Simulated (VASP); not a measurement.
Wanted: the native input for a VASP 6.6.1 run.

| Quantity | Value |
| --- | --- |
| Task | single point |
| Functional | LDA |
| Potentials or basis | VASP PAW LDA potentials, release 64 (Al, Cu) |
| Cutoff | 520 eV |
| k mesh | 12 × 12 × 12 |
| Occupations | gaussian, width 0.15 eV |
| Spin | no spin polarisation |
| Dipole correction | no |
| Further INCAR settings | ALGO = Fast; EDIFF = 1e-07; NBANDS = 26 |

The structure of AlCu3 lies in POSCAR:

```
AlCu3
1.0
    3.6787514798      0.0000000000      0.0000000000
    0.0000000000      3.6787514798      0.0000000000
    0.0000000000      0.0000000000      3.6787514798
Al Cu
1 3
Direct
    0.0000000000      0.0000000000      0.0000000000
    0.5000000000      0.5000000000      0.0000000000
    0.5000000000      0.0000000000      0.5000000000
    0.0000000000      0.5000000000      0.5000000000
```

These files were run (other wordings do the same):

INCAR

```
PREC = Accurate ; ENCUT = 520
EDIFF = 1E-7 ; ISMEAR = 0
SIGMA = 0.15 ; LREAL = F
LASPH = T ; NELM = 60
ALGO = Fast ; ISIF = 2
LWAVE = F ; LCHARG = F
NBANDS = 26
```

KPOINTS

```
Automatic mesh
0
Gamma
  12 12 12
```

Potentials or basis: VASP PAW LDA potentials, release 64 (Al, Cu).

The run is started by

```console
$ cat potpaw_LDA.64/Al/POTCAR potpaw_LDA.64/Cu/POTCAR > POTCAR
$ mpirun -np 1 vasp_std > vasp.out
```

Results of the run:

```yaml
Pressure: -9.7 GPa
Band_gap_on_the_k_mesh: zero (band 18 reaches 11.74 eV, above the bottom of band 19 at 6.34 eV)
```

Run time: 56 s on 1 thread of Intel(R) Xeon(R) Platinum 8559C (Emerald Rapids) (shared host), peak memory 0.2 GiB.
